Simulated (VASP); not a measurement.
Crystal: BN.

```xyz
4
Lattice="2.4982 0.0000 0.0000 -1.2491 2.1635 0.0000 0.0000 0.0000 6.6357" Properties=species:S:1:pos:R:3 pbc="T T T"
B     0.0000    1.4424    1.6589
B     1.2491    0.7212    4.9768
N     0.0000    1.4424    4.9768
N     1.2491    0.7212    1.6589
```

Program: VASP 6.6.1. Alike in all runs: task single point; potentials or basis VASP PAW PBE potentials, release 64 (B, N); no spin polarisation; cell as given; k mesh 5 × 5 × 2; cutoff (eV) 520; smearing gaussian 0.01 eV.

Question: Order these runs on this cell by their band gap on the k mesh, lowest first.
A. level PBE
B. level HSE06; grid for exact exchange (PRECFOCK) Normal; share of exact exchange 0.25; screening parameter 0.2079 1/Å
C. level B3LYP; grid for exact exchange (PRECFOCK) Normal; share of exact exchange 0.2

Answer: A (4.68 eV), B (6.08 eV), C (6.49 eV).

Caveats: all runs use coarse meshes; an odd mesh through Γ misses points on the zone boundary, where band edges can lie.
